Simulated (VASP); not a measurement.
# Ti18S35 (a cell with a defect) in VASP: single point with PBE

Aim: the single point of Ti18S35 (a cell with a defect) with PBE.

Program: VASP 6.6.1. These are calculated values, not measurements. Logs are shortened: lines on timing, memory, paths and dates and some standing lists are left out, and cuts for length are marked.

### 1 The cell of the first run

The cell holds a defect, 53 atoms: a = 10.236 Å, b = 10.236 Å, c = 11.390 Å, α = 90.00°, β = 90.00°, γ = 120.00°.

### 2 Single point, PBE (atoms taken out, then relaxed in part)

Contents of INCAR:

```
ALGO = Normal
EDIFF = 1E-6
ENCUT = 400
GGA = PE
GGA_COMPAT = False
ISIF = 2
ISMEAR = -1
KPAR = 2
LASPH = True
LCHARG = True
LREAL = Auto
LVHAR = True
LWAVE = False
NBANDS = 245
NCORE = 2
NELECT = 424.0
NELM = 120
PREC = Accurate
SIGMA = 0.01
```

Contents of KPOINTS:

```
k-points
0
Gamma
  2 2 2
```

Contents of POSCAR:

```
Ti18S35
1.0
   10.2360017178      0.0000000000      0.0000000000
   -5.1180008589      8.8646375208      0.0000000000
    0.0000000000      0.0000000000     11.3900000000
Ti S
18 35
Direct
   -0.0139824288     -0.0279648576     -0.0149049393
    0.0000408908      0.0000817816      0.5003836969
   -0.0139824288      0.3473157621     -0.0149049393
    0.0000408908      0.3332924425      0.5003836969
    0.0039725494      0.6686529413      0.0117386971
    0.0004097352      0.6668715343      0.4992332220
    0.3347883333     -0.0014550000     -0.0018088282
    0.3333399917     -0.0000066584      0.4997678838
    0.3612981909      0.3473157621     -0.0149049393
    0.3332515517      0.3332924425      0.5003836969
    0.3347883333      0.6695766666     -0.0018088282
    0.3333399917      0.6666799834      0.4997678838
    0.6637566667     -0.0014550000     -0.0018088282
    0.6666533499     -0.0000066584      0.4997678838
    0.6646803920      0.3293607840      0.0117386971
    0.6664617990      0.3329235981      0.4992332220
    0.6646803920      0.6686529413      0.0117386971
    0.6664617990      0.6668715343      0.4992332220
    0.1111111111      0.2222222222      0.6247058175
    0.1083702849      0.5477183256      0.1238796746
    0.1115449213      0.5558655596      0.6241122618
    0.1083702849      0.8939852926      0.1238796746
    0.1115449213      0.8890126950      0.6241122618
    0.4393480407      0.2249630484      0.1238796746
    0.4443206383      0.2217884121      0.6241122618
    0.4393480407      0.5477183256      0.1238796746
    0.4443206383      0.5558655596      0.6241122618
    0.4444444444      0.8888888889      0.1248135859
    0.4444444444      0.8888888889      0.6238947273
    0.7856150077      0.2249630484      0.1238796746
    0.7774677737      0.2217884121      0.6241122618
    0.7777777778      0.5555555556      0.1302112711
    0.7777777778      0.5555555556      0.6232140306
    0.7856150077      0.8939852926      0.1238796746
    0.7774677737      0.8890126950      0.6241122618
    0.2219811240      0.1113522094      0.3754999764
    0.2188612400      0.1144720933      0.8821221972
    0.2219811240      0.4439622479      0.3754999764
    0.2188612400      0.4377224800      0.8821221972
    0.2222500291      0.7777916812      0.3751401267
    0.2205082804      0.7769208068      0.8776810470
    0.5555416521      0.1110833042      0.3751401267
    0.5564125265      0.1128250530      0.8776810470
    0.5551639963      0.4442486648      0.3757335506
    0.5684737221      0.4509035277      0.8728163529
    0.5555416521      0.7777916812      0.3751401267
    0.5564125265      0.7769208068      0.8776810470
    0.8893710854      0.1113522094      0.3754999764
    0.8956108534      0.1144720933      0.8821221972
    0.8890846685      0.4442486648      0.3757335506
    0.8824298056      0.4509035277      0.8728163529
    0.8890846685      0.7781693370      0.3757335506
    0.8824298056      0.7648596112      0.8728163529
```

Potentials or basis: VASP PAW PBE potentials, release 64 (Ti_sv, S).

Started as:

```console
cat potpaw_PBE.64/Ti_sv/POTCAR potpaw_PBE.64/S/POTCAR > POTCAR
mpirun -np 4 vasp_std > vasp.out
```

OUTCAR:

```text
EDIFF = 1E-6
   ENCUT = 400
   GGA = PE
   ISIF = 2
   ISMEAR = -1
   LASPH = True
   LREAL = Auto
   NELECT = 424.0
   NELM = 120
   PREC = Accurate

 ion  position               nearest neighbor table
   1  0.986  0.972  0.985-  53 2.24  34 2.39  22 2.39  49 2.39  37 2.39
   2  0.000  0.000  0.500-  35 2.42  23 2.42  19 2.43  52 2.43  48 2.43  36 2.43
   3  0.986  0.347  0.985-  51 2.24  30 2.39  20 2.39  39 2.39  49 2.39
   4  0.000  0.333  0.500-  31 2.42  21 2.42  19 2.43  50 2.43  48 2.43  38 2.43
   5  0.004  0.669  0.012-  20 2.37  22 2.37  32 2.42  41 2.45  51 2.50  53 2.50
   6  0.000  0.667  0.499-  40 2.42  52 2.42  50 2.42  33 2.43  23 2.43  21 2.43
   7  0.335  0.999  0.998-  41 2.40  43 2.40  28 2.42  37 2.44  22 2.47  24 2.47
   8  0.333  1.000  0.500-  23 2.42  25 2.42  29 2.42  42 2.43  40 2.43  36 2.43
   9  0.361  0.347  0.985-  45 2.24  24 2.39  26 2.39  39 2.39  37 2.39
  10  0.333  0.333  0.500-  25 2.42  27 2.42  19 2.43  44 2.43  38 2.43  36 2.43
  11  0.335  0.670  0.998-  41 2.40  47 2.40  28 2.42  39 2.44  20 2.47  26 2.47
  12  0.333  0.667  0.500-  21 2.42  27 2.42  29 2.42  46 2.43  40 2.43  38 2.43
  13  0.664  0.999  0.998-  43 2.40  47 2.40  28 2.42  49 2.44  34 2.47  30 2.47
  14  0.667  1.000  0.500-  35 2.42  31 2.42  29 2.42  42 2.43  46 2.43  48 2.43
  15  0.665  0.329  0.012-  24 2.37  30 2.37  32 2.42  43 2.45  45 2.50  51 2.50
  16  0.666  0.333  0.499-  42 2.42  44 2.42  50 2.42  33 2.43  25 2.43  31 2.43
  17  0.665  0.669  0.012-  26 2.37  34 2.37  32 2.42  47 2.45  53 2.50  45 2.50
  18  0.666  0.667  0.499-  46 2.42  52 2.42  44 2.42  33 2.43  27 2.43  35 2.43
  19  0.111  0.222  0.625-   4 2.43  10 2.43   2 2.43
  20  0.108  0.548  0.124-   5 2.37   3 2.39  11 2.47
  21  0.112  0.556  0.624-  12 2.42   4 2.42   6 2.43
  22  0.108  0.894  0.124-   5 2.37   1 2.39   7 2.47
  23  0.112  0.889  0.624-   8 2.42   2 2.42   6 2.43
  24  0.439  0.225  0.124-  15 2.37   9 2.39   7 2.47
[... 27 lines left out ...]
  52  0.889  0.778  0.376-   6 2.42  18 2.42   2 2.43
  53  0.882  0.765  0.873-   1 2.24  17 2.50   5 2.50

  LATTYP: Found a hexagonal cell.
 ALAT       =    10.2360017178
 C/A-ratio  =     1.1127391646

  Lattice vectors:

 A1 = (  10.2360017178,   0.0000000000,   0.0000000000)
 A2 = (  -5.1180008589,   8.8646375208,   0.0000000000)
 A3 = (   0.0000000000,   0.0000000000,  11.3900000000)

Analysis of symmetry for initial positions (statically):
=====================================================================
 Subroutine PRICEL returns:
 Original cell was already a primitive cell.

 Routine SETGRP: Setting up the symmetry group for a
 hexagonal supercell.

 Subroutine GETGRP returns: Found  6 space group operations
 (whereof  2 operations were pure point group operations)
 out of a pool of 24 trial point group operations.

The static configuration has the point symmetry C_1h.
 The point group associated with its full space group is C_3v.

Analysis of symmetry for dynamics (positions and initial velocities):
=====================================================================
 Subroutine PRICEL returns:
 Original cell was already a primitive cell.

 Routine SETGRP: Setting up the symmetry group for a
 hexagonal supercell.

 Subroutine GETGRP returns: Found  6 space group operations
 (whereof  2 operations were pure point group operations)
 out of a pool of 24 trial point group operations.

The dynamic configuration has the point symmetry C_1h.
 The point group associated with its full space group is C_3v.

 Subroutine INISYM returns: Found  6 space group operations
 (whereof  2 operations are pure point group operations),
 and found     1 'primitive' translations

----------------------------------------------------------------------------------------

                                     Primitive cell

  volume of cell :    1033.5109

  direct lattice vectors                    reciprocal lattice vectors
    10.236001718  0.000000000  0.000000000     0.097694395  0.056403886  0.000000000
    -5.118000859  8.864637521  0.000000000     0.000000000  0.112807771  0.000000000
     0.000000000  0.000000000 11.390000000     0.000000000  0.000000000  0.087796313

  length of vectors
    10.236001718 10.236001718 11.390000000     0.112807771  0.112807771  0.087796313

  position of ions in fractional coordinates (direct lattice)
     0.986017571  0.972035142  0.985095061
     0.000040891  0.000081782  0.500383697
     0.986017571  0.347315762  0.985095061
     0.000040891  0.333292443  0.500383697
     0.003972549  0.668652941  0.011738697
     0.000409735  0.666871534  0.499233222
[... 45 lines left out ...]
     0.889084668  0.778169337  0.375733551
     0.882429806  0.764859611  0.872816353

  ion indices of the primitive-cell ions
   primitive index   ion index
                 1           1
                 2           2
                 3           3
                 4           4
                 5           5
                 6           6
[... 45 lines left out ...]
                52          52
                53          53

----------------------------------------------------------------------------------------

 KPOINTS: k-points

Automatic generation of k-mesh.
 Grid dimensions read from file:
 generate k-points for:    2    2    2

 Generating k-lattice:

  Cartesian coordinates                     Fractional coordinates (reciprocal lattice)
     0.048847198  0.028201943  0.000000000     0.500000000  0.000000000  0.000000000
     0.000000000  0.056403886  0.000000000     0.000000000  0.500000000  0.000000000
     0.000000000  0.000000000  0.043898156     0.000000000  0.000000000  0.500000000

  Length of vectors
     0.056403886  0.056403886  0.043898156

  Shift w.r.t. Gamma in fractional coordinates (k-lattice)
     0.000000000  0.000000000  0.000000000

 Subroutine IBZKPT returns following result:
 ===========================================

 Found      4 irreducible k-points:

 Following reciprocal coordinates:
            Coordinates               Weight
  0.000000  0.000000  0.000000      1.000000
  0.500000  0.000000  0.000000      3.000000
  0.000000  0.000000  0.500000      1.000000
  0.500000  0.000000  0.500000      3.000000
   k-points           NKPTS =      4   k-points in BZ     NKDIM =      4   number of bands    NBANDS=    245
   number of dos      NEDOS =    301   number of ions     NIONS =     53
   total plane-waves  NPLWV = 392000
   dimension x,y,z NGX =    70 NGY =   70 NGZ =   80
   dimension x,y,z NGXF=   140 NGYF=  140 NGZF=  160
   ions per type =              18  35
   NGX,Y,Z   is equivalent  to a cutoff of  11.37, 11.37, 11.68 a.u.
   NGXF,Y,Z  is equivalent  to a cutoff of  22.74, 22.74, 23.35 a.u.
 SYSTEM =  unknown system
   PREC   = accura    normal or accurate (medium, high low for compatibility)
   ISTART =      0    job   : 0-new  1-cont  2-samecut
   ICHARG =      2    charge: 1-file 2-atom 10-const
   ISPIN  =      1    spin polarized calculation?
   LNONCOLLINEAR =      F non collinear calculations
   LSORBIT =      F    spin-orbit coupling
   LASPH  =      T    aspherical Exc in radial PAW
   ENCUT  =  400.0 eV  29.40 Ry    5.42 a.u.  16.69 16.69 18.57*2*pi/ulx,y,z
   NELM   =    120;   NELMIN=  2; NELMDL= -5     # of ELM steps
   EDIFF  = 0.1E-05   stopping-criterion for ELM
   LREAL  =      T    real-space projection
   EDIFFG = 0.1E-04   stopping-criterion for IOM
   NSW    =      0    number of steps for IOM
   IBRION =     -1    ionic relax: 0-MD 1-quasi-New 2-CG
   NFREE  =      0    steps in history (QN), initial steepest desc. (CG)
   ISIF   =      2    stress and relaxation
   ISYM   =      2    0-nonsym 1-usesym 2-fastsym
   POTIM  = 0.5000    time-step for ionic-motion
   TEBEG  =    0.0;   TEEND  =   0.0 temperature during run
   PSTRESS=    0.0 pullay stress
   NELECT =     424.0000    total number of electrons
   NUPDOWN=      -1.0000    fix difference up-down
   EMIN   =  10.00;   EMAX   =-10.00  energy-range for DOS
   EFERMI =   0.00;   METHOD = LEGACY
   ISMEAR =    -1;   SIGMA  =   0.01  broadening in eV -4-tet -1-fermi 0-gaus
   EFERMI_NEDOS =   21; number of points for ismear=-14 and -15
   IALGO  =     38    algorithm
   IMIX   =      4    mixing-type and parameters
     AMIX     =   0.40;   BMIX     =  1.00
     AMIX_MAG =   1.60;   BMIX_MAG =  1.00
  volume/ion in A,a.u.               =      19.50       131.59
  Fermi-wavevector in a.u.,A,eV,Ry     =   1.216443  2.298744 20.132998  1.479734
  Thomas-Fermi vector in A             =   2.351797
   LORBIT       =      0    0 simple, 1 ext, 2 COOP (PROOUT), +10 PAW based schemes
   GGA     = PE    functional components
   LHFCALC =     F    Hartree Fock is set to
   AEXX    =    0.0000 exact exchange contribution
   IVDW    =     0    specifies the selected vdW correction
   LEPSILON=     F    determine dielectric tensor
   LRPA    =     F    only Hartree local field effects (RPA)
 non-spin polarized calculation
  energy-cutoff  :      400.00
  volume of cell :     1033.51
 maximum number of plane-waves:     18818
 NGX is ok and might be reduce to    70
   NGX = 33   NGY = 33   NGZ = 37

 number of electron     424.0000006 magnetization

 Free energy of the ion-electron system (eV)
  ---------------------------------------------------
  ext. energy  EPLUGINS =         0.00000000
  ---------------------------------------------------
  free energy    TOTEN  =      -363.48201132 eV

  energy without entropy =     -363.47505300  energy(sigma->0) =     -363.47853216

 E-fermi :   5.3033     XC(G=0):  -9.9247

 val. band max:        5.2374423553   @ k =   0.5000   0.0000   0.0000
 cond. band min:       5.3150434953   @ k =   0.0000   0.0000   0.0000
 fundamental gap:      0.0776011400
 Fermi energy:         5.3033055945

 k-point     1 :       0.0000    0.0000    0.0000
  band No.  band energies     occupation
      1     -52.4943      2.00000
      2     -52.4884      2.00000
      3     -52.4884      2.00000
      4     -52.4764      2.00000
      5     -52.4732      2.00000
      6     -52.4732      2.00000
[... 897 lines left out ...]
    223       6.0139      0.00000
    224       6.0458      0.00000
 [bands above 224 left out]

------------------------ aborting loop because EDIFF is reached ----------------------------------------

  FORCE on cell =-STRESS in cart. coord.  units (eV):
  Direction    XX          YY          ZZ          XY          YZ          ZX
  --------------------------------------------------------------------------------------
  -------------------------------------------------------------------------------------
  Total      -14.8504210    -14.8504210     -9.8712299      0.0000000      0.0000000     -0.0000000
  in kB      -23.0215358    -23.0215358    -15.3026552      0.0000000      0.0000000     -0.0000000
  external PRESSURE =     -20.4485756 kB  Pullay stress =       0.0000000 kB

 VOLUME and BASIS-vectors are now :
 -----------------------------------------------------------------------------
  energy-cutoff  :      400.00
  volume of cell :     1033.51
      direct lattice vectors                 reciprocal lattice vectors
    10.236001718  0.000000000  0.000000000     0.097694395  0.056403886  0.000000000
    -5.118000859  8.864637521  0.000000000     0.000000000  0.112807771  0.000000000
     0.000000000  0.000000000 11.390000000     0.000000000  0.000000000  0.087796313

 POSITION                                       TOTAL-FORCE (eV/Angst)
 -----------------------------------------------------------------------------------
      5.11800      8.61674     11.22023         0.000000      0.008857      0.005158
      0.00000      0.00072      5.69937        -0.000000      0.003081     -0.000892
      8.31532      3.07883     11.22023         0.007671     -0.004429      0.005158
     -1.70537      2.95452      5.69937         0.002669     -0.001541     -0.000892
     -3.38150      5.92737      0.13370        -0.006058     -0.003498     -0.008154
     -3.40886      5.91157      5.68627        -0.000262     -0.000151      0.003767
[... 45 lines left out ...]
      5.11800      6.89819      4.27961        -0.000000      0.000782     -0.016263
      5.11800      6.78020      9.94138         0.000000     -0.007681     -0.010099
 -----------------------------------------------------------------------------------
    total drift:                                0.000004      0.000184      0.002384

  FREE ENERGIE OF THE ION-ELECTRON SYSTEM (eV)
  ---------------------------------------------------
  free  energy   TOTEN  =      -363.4820113247 eV

  energy  without entropy=     -363.4750529990  energy(sigma->0) =     -363.47853216
```

It took 14 min on 4 MPI ranks of Intel Xeon Platinum 8259CL at 2.50GHz (Skylake/Cascade Lake), shared host; peak memory 0.6 GiB.

Results:

```
Free energy   : -363.4820 eV
Largest force : 0.017 eV/Å
```

Forces in eV/Å, atoms in the order of the input:
```
Ti   0.000  0.009  0.005
Ti   0.000  0.003 -0.001
Ti   0.008 -0.004  0.005
Ti   0.003 -0.002 -0.001
Ti  -0.006 -0.003 -0.008
Ti   0.000  0.000  0.004
Ti  -0.002  0.001  0.008
Ti  -0.004  0.002 -0.002
Ti  -0.008 -0.004  0.005
Ti  -0.003 -0.002 -0.001
Ti   0.000 -0.002  0.008
Ti   0.000 -0.005 -0.002
Ti   0.002  0.001  0.008
Ti   0.004  0.002 -0.002
Ti   0.000  0.007 -0.008
Ti   0.000  0.000  0.004
Ti   0.006 -0.003 -0.008
Ti   0.000  0.000  0.004
S    0.000  0.000  0.015
S    0.003 -0.003  0.015
S    0.000  0.001  0.015
S   -0.001  0.004  0.015
S    0.000  0.000  0.015
S   -0.004 -0.002  0.015
S    0.001  0.000  0.015
S   -0.003 -0.003  0.015
S    0.000  0.001  0.015
S    0.000  0.000  0.016
S    0.000  0.000  0.016
S    0.004 -0.002  0.015
S   -0.001  0.000  0.015
S    0.000  0.000  0.013
S    0.000  0.000  0.012
S    0.001  0.004  0.015
S    0.000  0.000  0.015
S    0.000  0.000 -0.014
S    0.001 -0.001 -0.017
S    0.000  0.000 -0.014
S    0.000  0.001 -0.017
S    0.001  0.000 -0.015
S   -0.004 -0.002 -0.017
S    0.000 -0.001 -0.015
S    0.000  0.005 -0.017
S   -0.001  0.000 -0.016
S    0.007  0.004 -0.010
S   -0.001  0.000 -0.015
S    0.004 -0.002 -0.017
S    0.000  0.000 -0.014
S   -0.001 -0.001 -0.017
S    0.001  0.000 -0.016
S   -0.007  0.004 -0.010
S    0.000  0.001 -0.016
S    0.000 -0.008 -0.010
```

Caveat: the cell carries a net charge on a neutralising background, which shifts energy and pressure; the cell differs from its parent crystal (atoms taken out, then relaxed in part); the cell is charged against a uniform background, so pressure and absolute levels hang on convention.
